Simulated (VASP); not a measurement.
Write the native input for VASP 6.6.1 that does the following.

```
Task                   : single point
Functional             : PBEsol
Potentials or basis    : VASP PAW PBE potentials, release 64 (Mg, S)
Cutoff                 : 600 eV
k mesh                 : 6 × 6 × 6
Occupations            : fermi-dirac, width 0.001 eV
Spin                   : no spin polarisation
Dipole correction      : no
Further INCAR settings : ALGO = Normal; EDIFF = 1e-06; NBANDS = 11
```

The structure of MgS lies in POSCAR:

```
MgS
1.0
    0.0000000000      2.8308768389      2.8308768389
    2.8308768389      0.0000000000      2.8308768389
    2.8308768389      2.8308768389      0.0000000000
Mg S
1 1
Direct
    0.0000000000      0.0000000000      0.0000000000
    0.2500000000      0.2500000000      0.2500000000
```

One way to write it, as run:

INCAR

```
SYSTEM = MgS
ALGO = Normal
EDIFF = 1E-6
ENCUT = 600
GGA = PS
GGA_COMPAT = .False.
ISIF = 2
ISMEAR = -1
LASPH = .True.
LCHARG = .True.
LELF = .True.
LREAL = .False.
LVHAR = .True.
LWAVE = .False.
NBANDS = 11
NELM = 120
PREC = Accurate
SIGMA = 0.001
```

KPOINTS

```
k-points
0
Gamma
  6 6 6
  0 0 0
```

Potentials or basis: VASP PAW PBE potentials, release 64 (Mg, S).

Run with:

```console
$ cat potpaw_PBE.64/Mg/POTCAR potpaw_PBE.64/S/POTCAR > POTCAR
$ mpirun -np 1 vasp_std > vasp.out
```

It gave:

```json
{"Pressure": "-0.4 GPa", "Band gap on the k mesh": "3.30 eV"}
```

Caveat: the PAW data sets were made with another functional, which shifts forces and pressure a little.

It took 6.7 s on 1 thread of AMD EPYC 9R45 96-Core Processor (Zen 5), on a shared host, peak memory 0.14 GiB.
